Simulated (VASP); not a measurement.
# TiO2 (P6_3/mmc) in VASP: single point with PBE+D3(BJ)

Aim: the single point of TiO2 with PBE+D3(BJ).

Program: VASP 6.6.1. These are calculated values, not measurements. Logs are shortened: lines on timing, memory, paths and dates and some standing lists are left out, and cuts for length are marked.

**1. The cell of the first run**

It takes space group P6_3/mmc (No. 194, hexagonal). The conventional cell has a = 2.871 Å, b = 2.871 Å, c = 9.478 Å, α = 90.00°, β = 90.00°, γ = 120.00°. Within 2.7 Å of Ti (site symmetry -6m2) lie 6 O at 2.00 Å. Within 2.7 Å of O (site symmetry 3m) lie 3 Ti at 2.00 Å and 1 O at 2.25 Å.

**2. Single point, PBE+D3(BJ)**

The input, INCAR:

```
PREC = Accurate
ENCUT = 1340
EDIFF = 1E-6
ISMEAR = 0
SIGMA = 0.02
LREAL = False
LASPH = True
NELM = 120
ALGO = Normal
ISIF = 2
LWAVE = False
LCHARG = False
GGA = PE
IVDW = 12
NBANDS = 33
GGA_COMPAT = False
```

The input, KPOINTS:

```
regular mesh
0
Gamma
  12 12 4
```

The input, POSCAR:

```
TiO2
1.0
    2.8711976731      0.0000000000      0.0000000000
   -1.4355988365      2.4865301242      0.0000000000
    0.0000000000      0.0000000000      9.4779747849
Ti O
2 4
Direct
    0.6666666667      0.3333333333      0.7500000000
    0.3333333333      0.6666666667      0.2500000000
    0.3333333333      0.6666666667      0.8684434973
    0.3333333333      0.6666666667      0.6315565027
    0.6666666667      0.3333333333      0.1315565027
    0.6666666667      0.3333333333      0.3684434973
```

Potentials or basis: VASP PAW PBE potentials, release 64 (Ti_sv, O_h).

Launch:

```
$ cat potpaw_PBE.64/Ti_sv/POTCAR potpaw_PBE.64/O_h/POTCAR > POTCAR
$ mpirun -np 1 vasp_std > vasp.out
```

OUTCAR:

```text
PREC = Accurate
   ENCUT = 1340
   EDIFF = 1E-6
   ISMEAR = 0
   LREAL = False
   LASPH = True
   NELM = 120
   ISIF = 2
   GGA = PE
   IVDW = 12
 IVDW          = 12

 ion  position               nearest neighbor table
   1  0.667  0.333  0.750-   3 2.00   4 2.00   3 2.00   4 2.00   3 2.00   4 2.00
   2  0.333  0.667  0.250-   5 2.00   6 2.00   5 2.00   6 2.00   5 2.00   6 2.00
   3  0.333  0.667  0.868-   1 2.00   1 2.00   1 2.00
   4  0.333  0.667  0.632-   1 2.00   1 2.00   1 2.00
   5  0.667  0.333  0.132-   2 2.00   2 2.00   2 2.00
   6  0.667  0.333  0.368-   2 2.00   2 2.00   2 2.00

  LATTYP: Found a hexagonal cell.
 ALAT       =     2.8711976731
 C/A-ratio  =     3.3010526839

  Lattice vectors:

 A1 = (   2.8711976731,   0.0000000000,   0.0000000000)
 A2 = (  -1.4355988365,   2.4865301242,   0.0000000000)
 A3 = (   0.0000000000,   0.0000000000,   9.4779747849)

Analysis of symmetry for initial positions (statically):
=====================================================================
 Subroutine PRICEL returns:
 Original cell was already a primitive cell.

 Routine SETGRP: Setting up the symmetry group for a
 hexagonal supercell.

 Subroutine GETGRP returns: Found 24 space group operations
 (whereof 12 operations were pure point group operations)
 out of a pool of 24 trial point group operations.

The static configuration has the point symmetry D_3d.
 The point group associated with its full space group is D_6h.

Analysis of symmetry for dynamics (positions and initial velocities):
=====================================================================
 Subroutine PRICEL returns:
 Original cell was already a primitive cell.

 Routine SETGRP: Setting up the symmetry group for a
 hexagonal supercell.

 Subroutine GETGRP returns: Found 24 space group operations
 (whereof 12 operations were pure point group operations)
 out of a pool of 24 trial point group operations.

The dynamic configuration has the point symmetry D_3d.
 The point group associated with its full space group is D_6h.

 Subroutine INISYM returns: Found 24 space group operations
 (whereof 12 operations are pure point group operations),
 and found     1 'primitive' translations

----------------------------------------------------------------------------------------

                                     Primitive cell

  volume of cell :      67.6663

  direct lattice vectors                    reciprocal lattice vectors
     2.871197673  0.000000000  0.000000000     0.348286713  0.201083428  0.000000000
    -1.435598837  2.486530124  0.000000000     0.000000000  0.402166855  0.000000000
     0.000000000  0.000000000  9.477974785     0.000000000  0.000000000  0.105507772

  length of vectors
     2.871197673  2.871197673  9.477974785     0.402166855  0.402166855  0.105507772

  position of ions in fractional coordinates (direct lattice)
     0.666666667  0.333333333  0.750000000
     0.333333333  0.666666667  0.250000000
     0.333333333  0.666666667  0.868443497
     0.333333333  0.666666667  0.631556503
     0.666666667  0.333333333  0.131556503
     0.666666667  0.333333333  0.368443497

  ion indices of the primitive-cell ions
   primitive index   ion index
                 1           1
                 2           2
                 3           3
                 4           4
                 5           5
                 6           6

----------------------------------------------------------------------------------------

 KPOINTS: regular mesh

Automatic generation of k-mesh.
 Grid dimensions read from file:
 generate k-points for:   12   12    4

 Generating k-lattice:

  Cartesian coordinates                     Fractional coordinates (reciprocal lattice)
     0.029023893  0.016756952  0.000000000     0.083333333 -0.000000000  0.000000000
     0.000000000  0.033513905  0.000000000     0.000000000  0.083333333  0.000000000
     0.000000000  0.000000000  0.026376943     0.000000000  0.000000000  0.250000000

  Length of vectors
     0.033513905  0.033513905  0.026376943

  Shift w.r.t. Gamma in fractional coordinates (k-lattice)
     0.000000000  0.000000000  0.000000000

 Subroutine IBZKPT returns following result:
 ===========================================

 Found     57 irreducible k-points:

 Following reciprocal coordinates:
            Coordinates               Weight
  0.000000  0.000000  0.000000      1.000000
  0.083333 -0.000000  0.000000      6.000000
  0.166667 -0.000000  0.000000      6.000000
  0.250000 -0.000000  0.000000      6.000000
  0.333333 -0.000000  0.000000      6.000000
  0.416667  0.000000  0.000000      6.000000
[... 16 lines left out ...]
  0.250000 -0.000000  0.250000     12.000000
  0.333333 -0.000000  0.250000     12.000000
 [... further k-points ...]
   k-points           NKPTS =     57   k-points in BZ     NKDIM =     57   number of bands    NBANDS=     33
   number of dos      NEDOS =    301   number of ions     NIONS =      6
   total plane-waves  NPLWV = 155520
   dimension x,y,z NGX =    36 NGY =   36 NGZ =  120
   dimension x,y,z NGXF=    72 NGYF=   72 NGZF=  240
   ions per type =               2   4
   NGX,Y,Z   is equivalent  to a cutoff of  20.84, 20.84, 21.05 a.u.
   NGXF,Y,Z  is equivalent  to a cutoff of  41.69, 41.69, 42.10 a.u.
 SYSTEM =  unknown system
   PREC   = accura    normal or accurate (medium, high low for compatibility)
   ISTART =      0    job   : 0-new  1-cont  2-samecut
   ICHARG =      2    charge: 1-file 2-atom 10-const
   ISPIN  =      1    spin polarized calculation?
   LNONCOLLINEAR =      F non collinear calculations
   LSORBIT =      F    spin-orbit coupling
   LASPH  =      T    aspherical Exc in radial PAW
   ENCUT  = 1340.0 eV  98.49 Ry    9.92 a.u.   8.57  8.57 28.29*2*pi/ulx,y,z
   NELM   =    120;   NELMIN=  2; NELMDL= -5     # of ELM steps
   EDIFF  = 0.1E-05   stopping-criterion for ELM
   LREAL  =      F    real-space projection
   EDIFFG = 0.1E-04   stopping-criterion for IOM
   NSW    =      0    number of steps for IOM
   IBRION =     -1    ionic relax: 0-MD 1-quasi-New 2-CG
   NFREE  =      0    steps in history (QN), initial steepest desc. (CG)
   ISIF   =      2    stress and relaxation
   ISYM   =      2    0-nonsym 1-usesym 2-fastsym
   POTIM  = 0.5000    time-step for ionic-motion
   TEBEG  =    0.0;   TEEND  =   0.0 temperature during run
   PSTRESS=    0.0 pullay stress
   NELECT =      48.0000    total number of electrons
   NUPDOWN=      -1.0000    fix difference up-down
   EMIN   =  10.00;   EMAX   =-10.00  energy-range for DOS
   EFERMI =   0.00;   METHOD = LEGACY
   ISMEAR =     0;   SIGMA  =   0.02  broadening in eV -4-tet -1-fermi 0-gaus
   EFERMI_NEDOS =   21; number of points for ismear=-14 and -15
   IALGO  =     38    algorithm
   IMIX   =      4    mixing-type and parameters
     AMIX     =   0.40;   BMIX     =  1.00
     AMIX_MAG =   1.60;   BMIX_MAG =  1.00
  volume/ion in A,a.u.               =      11.28        76.11
  Fermi-wavevector in a.u.,A,eV,Ry     =   1.460039  2.759074 29.003728  2.131714
  Thomas-Fermi vector in A             =   2.576535
   LORBIT       =      0    0 simple, 1 ext, 2 COOP (PROOUT), +10 PAW based schemes
   GGA     = PE    functional components
   LHFCALC =     F    Hartree Fock is set to
   AEXX    =    0.0000 exact exchange contribution
   IVDW    =    12    specifies the selected vdW correction
   LEPSILON=     F    determine dielectric tensor
   LRPA    =     F    only Hartree local field effects (RPA)
 non-spin polarized calculation
 Gauss-broadening in eV      SIGMA  =   0.02
  energy-cutoff  :     1340.00
  volume of cell :       67.67
 maximum number of plane-waves:      7578
 NGX is ok and might be reduce to    36
   NGX = 17   NGY = 17   NGZ = 57

 number of electron      48.0000005 magnetization

 Free energy of the ion-electron system (eV)
  ---------------------------------------------------
  ext. energy  EPLUGINS =         0.00000000
  ---------------------------------------------------
  free energy    TOTEN  =       -50.25749216 eV

  energy without entropy =      -50.25749216  energy(sigma->0) =      -50.25749216

 E-fermi :   4.8303     XC(G=0): -10.8283

 val. band max:        4.7322204946   @ k =   0.0000   0.0000   0.0000
 cond. band min:       5.2766033095   @ k =   0.2500   0.2500   0.0000
 fundamental gap:      0.5443828149
 Fermi energy:         4.8303205441

 k-point     1 :       0.0000    0.0000    0.0000
  band No.  band energies     occupation
      1     -52.6710      2.00000
      2     -52.6710      2.00000
      3     -28.8629      2.00000
      4     -28.8605      2.00000
      5     -28.6367      2.00000
      6     -28.6367      2.00000
[... 25 lines left out ...]
     32       8.3161      0.00000
     33       8.3866      0.00000

 k-point     2 :       0.0833   -0.0000    0.0000
  band No.  band energies     occupation
      1     -52.6639      2.00000
      2     -52.6638      2.00000
      3     -28.8507      2.00000
      4     -28.8483      2.00000
      5     -28.6889      2.00000
      6     -28.6889      2.00000
[... 25 lines left out ...]
     32       8.4311      0.00000
     33       8.4978      0.00000

 k-point     3 :       0.1667   -0.0000    0.0000
  band No.  band energies     occupation
      1     -52.6443      2.00000
      2     -52.6443      2.00000
      3     -28.8293      2.00000
      4     -28.8293      2.00000
      5     -28.8171      2.00000
      6     -28.8150      2.00000
[... 25 lines left out ...]
     32       8.7000      0.00000
     33       8.7601      0.00000

 k-point     4 :       0.2500   -0.0000    0.0000
  band No.  band energies     occupation
      1     -52.6175      2.00000
      2     -52.6174      2.00000
      3     -29.0165      2.00000
      4     -29.0163      2.00000
      5     -28.7708      2.00000
      6     -28.7691      2.00000
[... 25 lines left out ...]
     32       8.6969      0.00000
     33       9.1363      0.00000

 k-point     5 :       0.3333   -0.0000    0.0000
  band No.  band energies     occupation
      1     -52.5904      2.00000
      2     -52.5904      2.00000
      3     -29.1985      2.00000
      4     -29.1984      2.00000
      5     -28.7485      2.00000
      6     -28.7484      2.00000
[... 604 lines left out ...]
 k-point    22 :       0.1667   -0.0000    0.2500
  band No.  band energies     occupation
      1     -52.6443      2.00000
      2     -52.6443      2.00000
      3     -28.8293      2.00000
      4     -28.8293      2.00000
      5     -28.8167      2.00000
      6     -28.8153      2.00000
[... 25 lines left out ...]
     32       8.6855      0.00000
     33       8.7531      0.00000

 k-point    23 :       0.2500   -0.0000    0.2500
  band No.  band energies     occupation
      1     -52.6175      2.00000
      2     -52.6174      2.00000
      3     -29.0165      2.00000
      4     -29.0164      2.00000
      5     -28.7705      2.00000
      6     -28.7693      2.00000
[... 25 lines left out ...]
     32       8.6915      0.00000
     33       9.1426      0.00000

 k-point    24 :       0.3333   -0.0000    0.2500
  band No.  band energies     occupation
      1     -52.5904      2.00000
      2     -52.5904      2.00000
      3     -29.1985      2.00000
      4     -29.1984      2.00000
      5     -28.7485      2.00000
      6     -28.7484      2.00000
[... 25 lines left out ...]
     32       8.8396      0.00000
     33       9.5106      0.00000

 [... further k-points ...]

------------------------ aborting loop because EDIFF is reached ----------------------------------------

 Edisp (eV)   -1.33663

 E8    (eV) :    -0.5228

  FORCE on cell =-STRESS in cart. coord.  units (eV):
  Direction    XX          YY          ZZ          XY          YZ          ZX
  --------------------------------------------------------------------------------------
  -------------------------------------------------------------------------------------
  Total       0.13747     0.13747     0.16239     0.00000     0.00000     0.00000
  in kB       3.25490     3.25490     3.84493     0.00000     0.00000     0.00000
  external pressure =        3.45 kB  Pullay stress =        0.00 kB

 VOLUME and BASIS-vectors are now :
 -----------------------------------------------------------------------------
  energy-cutoff  :     1340.00
  volume of cell :       67.67
      direct lattice vectors                 reciprocal lattice vectors
     2.871197673  0.000000000  0.000000000     0.348286713  0.201083428  0.000000000
    -1.435598837  2.486530124  0.000000000     0.000000000  0.402166855  0.000000000
     0.000000000  0.000000000  9.477974785     0.000000000  0.000000000  0.105507772

 POSITION                                       TOTAL-FORCE (eV/Angst)
 -----------------------------------------------------------------------------------
      1.43560      0.82884      7.10848         0.000000     -0.000000      0.000000
     -0.00000      1.65769      2.36949         0.000000      0.000000      0.000000
     -0.00000      1.65769      8.23109         0.000000     -0.000000      0.069742
     -0.00000      1.65769      5.98588         0.000000     -0.000000     -0.069742
      1.43560      0.82884      1.24689        -0.000000      0.000000     -0.069742
      1.43560      0.82884      3.49210        -0.000000      0.000000      0.069742
 -----------------------------------------------------------------------------------
    total drift:                               -0.000001      0.000000     -0.000000

  FREE ENERGIE OF THE ION-ELECTRON SYSTEM (eV)
  ---------------------------------------------------
  free  energy   TOTEN  =       -51.5941212511 eV

  energy  without entropy=      -51.5941212511  energy(sigma->0) =      -51.59412125
```

It took 7.4 min on 1 thread of AMD EPYC 9R45 (Zen 5), shared host; peak memory 0.61 GiB.

Results:

```yaml
Free_energy: -51.5941 eV
Pressure: 0.3 GPa
Largest_force: 0.070 eV/Å
Band_gap_on_the_k_mesh: 0.54 eV (least direct gap 1.23 eV)
Dispersion_energy_per_atom: -0.223 eV
```

Forces in eV/Å, atoms in the order of the input:
```
Ti   0.000  0.000  0.000
Ti   0.000  0.000  0.000
O    0.000  0.000  0.070
O    0.000  0.000 -0.070
O    0.000  0.000 -0.070
O    0.000  0.000  0.070
```

Levels at points of the mesh, in eV from the valence-band top:
| k point | band 22 | band 23 | band 24 | band 25 | band 26 | band 27 |
| --- | --- | --- | --- | --- | --- | --- |
| (0.00, 0.00, 0.00) | -2.23 | -1.74 | 0.00 | 2.40 | 2.62 | 3.57 |
| (0.50, 0.00, 0.00) | -2.19 | -0.90 | -0.88 | 0.89 | 1.19 | 3.22 |
| (0.00, 0.00, 0.50) | -2.27 | -0.83 | -0.83 | 2.55 | 2.55 | 3.57 |
| (0.50, 0.00, 0.50) | -2.27 | -0.90 | -0.90 | 1.05 | 1.05 | 3.22 |

A k mesh can miss the band edges.
